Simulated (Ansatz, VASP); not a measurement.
One calculation of KTaO3, two programs

```
K Ta O
1.0
     3.98830    0.00000    0.00000
     0.00000    3.98830    0.00000
     0.00000    0.00000    3.98830
K Ta O
1 1 3
Cartesian
  0.0000 0.0000 0.0000
  1.9941 1.9941 1.9941
  0.0000 1.9941 1.9941
  1.9941 1.9941 0.0000
  1.9941 0.0000 1.9941
```

Alike in both runs: task single point; functional PBE; k mesh 6 × 6 × 6; occupations gaussian, width 0.05 eV; no spin polarisation.

|  | VASP | Ansatz |
| --- | --- | --- |
| version | VASP 6.6.1 | Ansatz 0.2.0 |
| potentials or method | VASP PAW PBE potentials, release 64 (K_sv, Ta_pv, O), cutoff 520 eV | scalar-relativistic, plane waves, PAW |
| valence electrons in the cell | 38 | 40 |

```tsv
	VASP	Ansatz	Ansatz less VASP
gap on the k mesh at the Fermi level (eV)	2.17	2.22	+0.047
least direct gap on the mesh (eV)	2.80	2.83	+0.037
pressure (GPa)	6.1	5.4	-0.68
```

VASP's potentials hold 38 valence electrons a cell and Ansatz's 40, so a difference there can come from the potentials and not from the codes.

Neither program's run includes spin-orbit coupling.
